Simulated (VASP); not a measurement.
## Rh: single point with PBEsol

The system is Rh.

```
Rh
1.0
    -1.51319    1.51319    1.51319
     1.51319   -1.51319    1.51319
     1.51319    1.51319   -1.51319
Rh
1
Cartesian
  0.0000 0.0000 0.0000
```

```json
{
  "Program": "VASP 6.6.1",
  "Task": "single point",
  "Functional": "PBEsol",
  "Potentials or basis": "VASP PAW PBE potentials, release 64 (Rh_pv)",
  "Cutoff": "520 eV",
  "k mesh": "18 × 18 × 18",
  "Occupations": "fermi-dirac, width 0.08 eV",
  "Spin": "no spin polarisation",
  "Dipole correction": "no",
  "Further INCAR settings": "ALGO = Normal; EDIFF = 1e-06; NBANDS = 14"
}
```

| Item | Value |
| --- | --- |
| Pressure | 0.9 GPa |

Levels at points of the mesh, in eV from the Fermi level:
| k point | band 5 | band 6 | band 7 | band 8 | band 9 | band 10 |
| --- | --- | --- | --- | --- | --- | --- |
| (0.00, 0.00, 0.00) | -2.97 | -2.97 | -2.97 | -0.47 | -0.47 | 18.42 |
| (0.50, 0.00, 0.00) | -4.51 | -0.53 | -0.11 | 1.24 | 1.63 | 9.41 |
| (0.50, 0.50, 0.50) | -5.94 | 1.11 | 1.11 | 1.11 | 9.43 | 9.43 |

Wall time 13 s on 1 thread of Intel(R) Xeon(R) 6975P-C (Granite Rapids) (shared host), peak memory 0.15 GiB.

Caveat: the PAW data sets were made with another functional, which shifts forces and pressure a little.
